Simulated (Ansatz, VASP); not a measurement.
# Two plane-wave programs on Ta4In

```
Ta In
1.0
    -3.70291    3.70291    1.74957
     3.70291   -3.70291    1.74957
     3.70291    3.70291   -1.74957
Ta In
4 1
Direct
  0.40268 0.81090 0.21358
  0.18910 0.40268 0.59178
  0.59732 0.18910 0.78642
  0.81090 0.59732 0.40822
  0.00000 0.00000 0.00000
```

Alike in both runs: functional PBE; k mesh 5 × 5 × 5; occupations gaussian, width 0.2 eV; no spin polarisation.

Ansatz relaxed the structure, and its values are those at the end. VASP's run is a single point on that final structure, the one shown.

```csv
,VASP,Ansatz
version,VASP 6.6.1,Ansatz 0.2.0
potentials or method,"VASP PAW PBE potentials, release 64 (Ta_pv, In_d), cutoff 520 eV","scalar-relativistic, plane waves, PAW"
valence electrons in the cell,57,65
```

```csv
,VASP,Ansatz,Ansatz less VASP
gap on the k mesh at the Fermi level (eV),none,none,-
pressure (GPa),-0.7,-0.7,-0.05
rms of the force components (eV/Å),0.030,0.030,+0.0009
```

A gap of «none» marks a metal or a gap that the smearing closes. VASP's potentials hold 57 valence electrons a cell and Ansatz's 65, so a difference there can come from the potentials and not from the codes.

The k mesh is coarse, so the values compare programs but aren't converged. Neither program's run includes spin-orbit coupling.
